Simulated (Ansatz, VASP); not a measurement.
**One calculation of MnS, two programs**

File INCAR:

```
SYSTEM = MnS
PREC     = Accurate       ! precision mode
ENCUT    = 600            ! plane-wave cutoff, eV
EDIFF    = 1E-6           ! SCF threshold, eV
ISMEAR   = -1             ! smearing method
SIGMA    = 0.05           ! smearing width, eV
LREAL    = .FALSE.        ! projectors in reciprocal space
LASPH    = .TRUE.         ! aspherical terms in the spheres
NELM     = 200            ! most SCF steps
ALGO     = Normal         ! electronic algorithm
ISIF     = 2              ! what is computed and relaxed
LWAVE    = .FALSE.        ! write WAVECAR
LCHARG   = .TRUE.         ! write CHGCAR
ISPIN    = 2              ! spin polarisation
MAGMOM   = 4 0            ! initial moments
LORBIT   = 11             ! projections on sites
LMAXMIX  = 4              ! l up to which the mixer works
LDAU     = .TRUE.         ! DFT+U
LDAUTYPE = 2            
LDAUL    = 2 -1           ! shell
LDAUU    = 1 0            ! U, eV
LDAUJ    = 0 0          
LDAUPRINT= 1            
GGA      = PS             ! functional
LELF     = .TRUE.         ! ELF
LVHAR    = .TRUE.       
NBANDS   = 22             ! bands
GGA_COMPAT= .FALSE.
```

KPOINTS

```
Automatic mesh
0
G
  9 9 9
  0 0 0
```

File POSCAR:

```
MnS
1.0
    0.0000000000      2.6045000000      2.6045000000
    2.6045000000      0.0000000000      2.6045000000
    2.6045000000      2.6045000000      0.0000000000
Mn S
1 1
Direct
    0.0000000000      0.0000000000      0.0000000000
    0.5000000000      0.5000000000      0.5000000000
```

Contents of input.yaml:

```yaml
crystal:
  lattice:
    - [0.0, 2.6045, 2.6045]
    - [2.6045, 0.0, 2.6045]
    - [2.6045, 2.6045, 0.0]
  atoms:
    - { symbol: Mn, position: [0.0, 0.0, 0.0], spin: 4.0 }
    - { symbol: S, position: [0.5, 0.5, 0.5] }
hamiltonian:
  xc: pbesol
  pseudopotentials: { kind: paw }
  hubbard: { sites: [{ species: Mn, l: d, u_eff: 1.0 }] }
magnetization:
  spin_polarized: true
kpoints:
  mp_grid: { grid: [9, 9, 9] }
scf:
  occupations: { method: fermi_dirac, width: 0.05 }
  n_extra_bands: 6
output:
  forces: true
  stress: true
  eigenvalues: true
  dos: { projected: true, de: 0.05, nscf_kmesh: { grid: [14, 14, 14] } }
```

Alike in both runs: functional PBEsol; k mesh 9 × 9 × 9; occupations fermi-dirac, width 0.05 eV; collinear spin; Hubbard terms Mn d U = 1.0 eV.

|  | VASP | Ansatz |
| --- | --- | --- |
| version | VASP 6.6.1 | Ansatz 0.2.0 |
| potentials or method | VASP PAW PBE potentials, release 64 (Mn_sv, S) | Ansatz PAW |
| plane-wave cutoff (eV) | 600 | 420 |
| valence electrons in the cell | 21 | 21 |
| task | single point | projected density of states |

|  | VASP | Ansatz | Ansatz less VASP |
| --- | --- | --- | --- |
| gap on the k mesh at the Fermi level (eV) | none | none | - |
| pressure (GPa) | -5.3 | -3.9 | +1.37 |
| net moment per atom (μB) | 2.42 | 2.43 | +0.011 |
| size of the moment on the site where the two differ most (μB) | 4.18 | 4.33 | +0.148 |

VASP's potentials were made for PBE, not for PBEsol. Site moments also hang on the region over which each program counts them. The programs project onto different local orbitals, so the same U acts differently, and such runs can settle in different states. A gap of «none» marks a metal or a gap that the smearing closes.

Noted on Ansatz's run: the magnetic or orbital state may not be the lowest.
